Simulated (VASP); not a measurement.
## SbAs: single point with PBE+D3(BJ)

SbAs, a sheet with vacuum:

```
Sb As
1.0
     3.83053    0.00000    0.00000
    -1.91526    3.31733    0.00000
     0.00000    0.00000   35.82189
Sb As
2 2
Direct
  0.00000 0.00000 0.19653
  0.33333 0.66667 0.34739
  0.33333 0.66667 0.23887
  0.00000 0.00000 0.38968
```

* Program: VASP 6.6.1
* Task: single point
* Functional: PBE
* Dispersion: D3(BJ)
* Potentials or basis: VASP PAW PBE potentials, release 64 (Sb, As)
* Cutoff: 520 eV
* k mesh: 12 × 12 × 1
* Occupations: gaussian, width 0.02 eV
* Spin: no spin polarisation
* Dipole correction: yes
* Further INCAR settings: ALGO = Normal; EDIFF = 1e-07; NBANDS = 18

The largest force is 0.121 eV/Å and the band gap on the k mesh is 1.07 eV (least direct gap 1.45 eV). The dispersion energy per atom is -0.270 eV.

Forces in eV/Å, atoms in the order of the input:
```
Sb   0.000  0.000 -0.102
Sb   0.000  0.000 -0.117
As   0.000  0.000  0.099
As   0.000  0.000  0.121
```

Levels at points of the mesh, in eV from the valence-band top:
```csv
k point,band 7,band 8,band 9,band 10,band 11,band 12,band 13,band 14
"(0.00, 0.00, 0.00)",-0.20,-0.15,0.00,0.00,1.54,2.04,3.13,3.13
"(0.50, 0.00, 0.00)",-1.90,-1.89,-1.69,-1.36,1.46,1.78,2.37,3.25
```

Wall time 7.1 min on 1 thread of Intel(R) Xeon(R) Platinum 8488C (Sapphire Rapids), on a shared host, peak memory 0.57 GiB.

Caveat: spin-orbit coupling is left out, which moves the levels of the heavy elements.
